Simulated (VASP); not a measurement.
# Si2Ni (Fm-3m) in VASP: further runs, part 2 of 2

VASP 6.6.1. Earlier steps stand in the parts before.

### 3 Single point, PBEsol+U, collinear spin, ferromagnetic start

Contents of INCAR:

```
SYSTEM = Si2Ni
ALGO = Normal
EDIFF = 1E-6
ENCUT = 520
GGA = PS
ISIF = 2
ISMEAR = -1
ISPIN = 2
LASPH = .True.
LCHARG = .True.
LDAU = .True.
LDAUJ = 0 0
LDAUL = 2 -1
LDAUPRINT = 1
LDAUTYPE = 2
LDAUU = 4 0
LELF = .True.
LMAXMIX = 4
LORBIT = 11
LREAL = .False.
LVHAR = .True.
LWAVE = .False.
MAGMOM = 1 0 0
NBANDS = 20
NELM = 150
PREC = Accurate
SIGMA = 0.05
```

Contents of KPOINTS:

```
k-points
0
Gamma
  9 9 9
  0 0 0
```

Contents of POSCAR:

```
Si2Ni
1.0
    0.0000000000      2.7030000000      2.7030000000
    2.7030000000      0.0000000000      2.7030000000
    2.7030000000      2.7030000000      0.0000000000
Ni Si
1 2
Direct
    0.0000000000      0.0000000000      0.0000000000
    0.7500000000      0.7500000000      0.7500000000
    0.2500000000      0.2500000000      0.2500000000
```

Potentials or basis: VASP PAW PBE potentials, release 64 (Ni, Si).

Command:

```sh
$ cat potpaw_PBE.64/Ni/POTCAR potpaw_PBE.64/Si/POTCAR > POTCAR
$ mpirun -np 1 vasp_std > vasp.out
```

OUTCAR:

```text
SYSTEM = Si2Ni
   EDIFF = 1E-6
   ENCUT = 520
   GGA = PS
   ISIF = 2
   ISMEAR = -1
   ISPIN = 2
   LASPH = .True.
   LORBIT = 11
   LREAL = .False.
   NELM = 150
   PREC = Accurate

 ion  position               nearest neighbor table
   1  0.000  0.000  0.000-   2 2.34   2 2.34   3 2.34   3 2.34   2 2.34   2 2.34   3 2.34   3 2.34

   2  0.750  0.750  0.750-   1 2.34   1 2.34   1 2.34   1 2.34   3 2.70   3 2.70   3 2.70   3 2.70
                             3 2.70   3 2.70
   3  0.250  0.250  0.250-   1 2.34   1 2.34   1 2.34   1 2.34   2 2.70   2 2.70   2 2.70   2 2.70
                             2 2.70   2 2.70

  LATTYP: Found a face centered cubic cell.
 ALAT       =     5.4060000000

  Lattice vectors:

 A1 = (   0.0000000000,   2.7030000000,   2.7030000000)
 A2 = (   2.7030000000,   0.0000000000,   2.7030000000)
 A3 = (   2.7030000000,   2.7030000000,   0.0000000000)

Analysis of symmetry for initial positions (statically):
=====================================================================
[... 237 lines left out ...]
      1      -3.5118      1.00000
      2       4.6807      1.00000
      3       4.6807      1.00000
      4       4.6807      1.00000
      5       6.1200      1.00000
      6       6.1200      1.00000
[... 1097 lines left out ...]
     19      23.8787      0.00000
     20      23.9598      0.00000

 [... further k-points ...]
[... 5 lines left out ...]
  --------------------------------------------------------------------------------------
  -------------------------------------------------------------------------------------
  Total       -1.1393472     -1.1393472     -1.1393472     -0.0000000      0.0000000     -0.0000000
  in kB      -46.2166581    -46.2166581    -46.2166581     -0.0000000      0.0000000     -0.0000000
  external PRESSURE =     -46.2166581 kB  Pullay stress =       0.0000000 kB

 VOLUME and BASIS-vectors are now :
 -----------------------------------------------------------------------------
  energy-cutoff  :      520.00
  volume of cell :       39.50
      direct lattice vectors                 reciprocal lattice vectors
     0.000000000  2.703000000  2.703000000    -0.184979652  0.184979652  0.184979652
     2.703000000  0.000000000  2.703000000     0.184979652 -0.184979652  0.184979652
     2.703000000  2.703000000  0.000000000     0.184979652  0.184979652 -0.184979652

 POSITION                                       TOTAL-FORCE (eV/Angst)
 -----------------------------------------------------------------------------------
      0.00000      0.00000      0.00000         0.000000      0.000000     -0.000000
      4.05450      4.05450      4.05450         0.000000     -0.000000      0.000000
      1.35150      1.35150      1.35150        -0.000000      0.000000     -0.000000
 -----------------------------------------------------------------------------------
    total drift:                               -0.000000     -0.000000      0.000000

  FREE ENERGIE OF THE ION-ELECTRON SYSTEM (eV)
  ---------------------------------------------------
  free  energy   TOTEN  =       -16.5898847401 eV

  energy  without entropy=      -16.5816501891  energy(sigma->0) =      -16.58576746

 total charge

# of ion       s       p       d       tot
------------------------------------------
    1        0.546   0.764   8.678   9.988
    2        0.747   0.831   0.000   1.578
    3        0.747   0.831   0.000   1.578
--------------------------------------------------
tot          2.040   2.426   8.678  13.143

 magnetization (x)

# of ion       s       p       d       tot
------------------------------------------
    1       -0.000  -0.000   0.000   0.000
    2       -0.000  -0.000   0.000  -0.000
    3       -0.000  -0.000   0.000  -0.000
--------------------------------------------------
tot         -0.000  -0.000   0.000   0.000
```

OSZICAR:

```text
N       E                     dE             d eps       ncg     rms          rms(c)
DAV:   1     0.770131236341E+02    0.77013E+02   -0.71906E+03  2808   0.903E+02
DAV:   2    -0.120908851413E+02   -0.89104E+02   -0.80150E+02  2920   0.202E+02
DAV:   3    -0.175460063935E+02   -0.54551E+01   -0.53440E+01  3400   0.532E+01
DAV:   4    -0.176238968734E+02   -0.77890E-01   -0.77776E-01  3240   0.567E+00
DAV:   5    -0.176253169686E+02   -0.14201E-02   -0.14200E-02  3284   0.819E-01    0.143E+01
DAV:   6    -0.193803032728E+02   -0.17550E+01   -0.14105E+01  3128   0.821E+01    0.145E+01
DAV:   7    -0.166499590935E+02    0.27303E+01   -0.47288E+00  3340   0.541E+01    0.313E+00
DAV:   8    -0.166171412506E+02    0.32818E-01   -0.34290E-01  3720   0.675E+00    0.200E+00
DAV:   9    -0.165890687845E+02    0.28072E-01   -0.89546E-02  3284   0.540E+00    0.452E-01
DAV:  10    -0.165897178657E+02   -0.64908E-03   -0.37319E-03  3576   0.599E-01    0.263E-01
DAV:  11    -0.165898462336E+02   -0.12837E-03   -0.54775E-04  3404   0.364E-01    0.938E-02
DAV:  12    -0.165898775107E+02   -0.31277E-04   -0.16600E-04  3636   0.206E-01    0.349E-02
DAV:  13    -0.165898845111E+02   -0.70004E-05   -0.17566E-05  3276   0.434E-02    0.140E-02
DAV:  14    -0.165898847401E+02   -0.22907E-06   -0.10933E-06  2680   0.174E-02
   1 F= -.16589885E+02 E0= -.16585767E+02  d E =-.823455E-02  mag=     0.0000
```

stdout:

```text
POSCAR found type information on POSCAR NiSi
 POSCAR found :  2 types and       3 ions
 scaLAPACK will be used
 -----------------------------------------------------------------------------
|                                                                             |
|                                                                             |
|     You enforced a specific xc type in the INCAR file but a different       |
|     I HOPE YOU KNOW WHAT YOU ARE DOING!                                     |
|                                                                             |
 -----------------------------------------------------------------------------

 LDA part: xc-table for (Slater+PW92), standard interpolation
 POSCAR, INCAR and KPOINTS ok, starting setup
 FFT: planning ... GRIDC
 FFT: planning ... GRID_SOFT
 FFT: planning ... GRID
 WAVECAR not read
 entering main loop
```

Run time: 31 s. Hardware: 1 thread of Intel Xeon Platinum 8488C (Sapphire Rapids), shared host; peak memory 0.19 GiB.

Results:

```yaml
Free_energy: -16.5899 eV
Pressure: -4.6 GPa
Band_gap_on_the_k_mesh: zero (filled and empty bands overlap)
Net_moment: 0.00 μB per cell
Valence_electrons_inside_the_program's_atomic_spheres: Ni 9.99; Si 1.58
```

Levels at points of the mesh, in eV from the Fermi level:
Spin up:
| k point | band 6 | band 7 | band 8 | band 9 | band 10 | band 11 | band 12 | band 13 |
| --- | --- | --- | --- | --- | --- | --- | --- | --- |
| (0.00, 0.00, 0.00) | -4.02 | -0.15 | 1.67 | 1.67 | 1.67 | 2.55 | 2.55 | 2.55 |
Spin down:
| k point | band 5 | band 6 | band 7 | band 8 | band 9 | band 10 | band 11 | band 12 | band 13 | band 14 |
| --- | --- | --- | --- | --- | --- | --- | --- | --- | --- | --- |
| (0.00, 0.00, 0.00) | -4.02 | -4.02 | -0.15 | 1.67 | 1.67 | 1.67 | 2.55 | 2.55 | 2.55 | 4.84 |

Eigenvalues of the final occupation matrices:
| site | spin | trace | eigenvalues |
| --- | --- | --- | --- |
| site 1 d | 1 | 4.36 | 0.85 0.85 0.85 0.90 0.90 |
| site 1 d | 2 | 4.36 | 0.85 0.85 0.85 0.90 0.90 |

Caveat: the cell stands under tension; the PAW data sets were made with another functional, which shifts forces and pressure a little; the U is typed as a test and isn't derived for this compound.
